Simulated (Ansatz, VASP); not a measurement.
PbO2 in VASP and in Ansatz

The input INCAR:

```
SYSTEM = PbO2
PREC = Accurate ; ENCUT = 520
EDIFF = 1E-6 ; ISMEAR = -1
SIGMA = 0.05 ; LREAL = .False.
LASPH = .True. ; NELM = 60
ALGO = Normal ; ISIF = 2
LWAVE = .False. ; LCHARG = .False.
GGA = PS ; NBANDS = 20
```

File KPOINTS:

```
regular mesh
0
Gamma
  7 7 7
  0 0 0
```

File POSCAR:

```
PbO2
1.0
    0.0000000000      2.5939123200      2.7019920000
    2.5939123200      0.0000000000      2.7019920000
    2.5939123200      2.5939123200      0.0000000000
Pb O
1 2
Direct
    0.0000000000      0.0000000000      0.0000000000
    0.7500000000      0.7500000000      0.7500000000
    0.2500000000      0.2500000000      0.2500000000
```

input.yaml

```yaml
crystal:
  lattice:
    - [0.0, 2.59391232, 2.701992]
    - [2.59391232, 0.0, 2.701992]
    - [2.59391232, 2.59391232, 0.0]
  atoms:
    - { symbol: Pb, position: [0.0, 0.0, 0.0] }
    - { symbol: O, position: [0.75, 0.75, 0.75] }
    - { symbol: O, position: [0.25, 0.25, 0.25] }
hamiltonian:
  xc: pbesol
  pseudopotentials: { kind: paw }
kpoints:
  mp_grid: { grid: [7, 7, 7] }
scf:
  occupations: { method: fermi_dirac, width: 0.05 }
output:
  forces: true
  stress: true
  eigenvalues: true
```

Alike in both runs: task single point; functional PBEsol; k mesh 7 × 7 × 7; occupations fermi-dirac, width 0.05 eV; no spin polarisation.

|  | VASP | Ansatz |
| --- | --- | --- |
| version | VASP 6.6.1 | Ansatz 0.2.0 |
| potentials or method | VASP PAW PBE potentials, release 64 (Pb_d, O) | Ansatz PAW |
| plane-wave cutoff (eV) | 520 | 420 |
| valence electrons in the cell | 26 | 26 |

```tsv
	VASP	Ansatz	Ansatz less VASP
gap on the k mesh at the Fermi level (eV)	none	none	-
pressure (GPa)	7.0	6.6	-0.34
traceless stress, the component that is largest in VASP (GPa)	-8.22	-8.24	-0.011
```

VASP's potentials were made for PBE, not for PBEsol. A gap of «none» marks a metal or a gap that the smearing closes.

Spin-orbit coupling is off throughout.
